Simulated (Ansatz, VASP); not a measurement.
Si4Ge: VASP beside Ansatz

```
Si Ge
1.0
    -4.36388    4.36388    2.76011
     4.36388   -4.36388    2.76011
     4.36388    4.36388   -2.76011
Si Ge
8 2
Direct
  0.39310 0.19657 0.60027
  0.54283 0.64310 0.69653
  0.35690 0.05343 0.89973
  0.94657 0.84630 0.30347
  0.20717 0.60690 0.80347
  0.15370 0.45717 0.10027
  0.80343 0.40370 0.19653
  0.59630 0.79283 0.39973
  0.00000 0.00000 0.00000
  0.75000 0.25000 0.50000
```

Alike in both runs: functional PBE; k mesh 6 × 6 × 6; no spin polarisation.

Ansatz relaxed the structure, and its values are those at the end. VASP's run is a single point on that final structure, the one shown.

|  | VASP | Ansatz |
| --- | --- | --- |
| version | VASP 6.6.1 | Ansatz 0.2.0 |
| potentials or method | VASP PAW PBE potentials, release 64 (Si, Ge_d), cutoff 520 eV | scalar-relativistic, plane waves, PAW |
| occupations | gaussian, width 0.01 eV | fixed |
| valence electrons in the cell | 60 | 60 |

Ansatz gave:

- gap on the k mesh at the Fermi level (eV): 0.72
- least direct gap on the mesh (eV): 1.30
- pressure (GPa): 0.0

What did VASP give for the same quantities?

gap on the k mesh at the Fermi level (eV): 0.72; least direct gap on the mesh (eV): 1.30; pressure (GPa): -0.1.
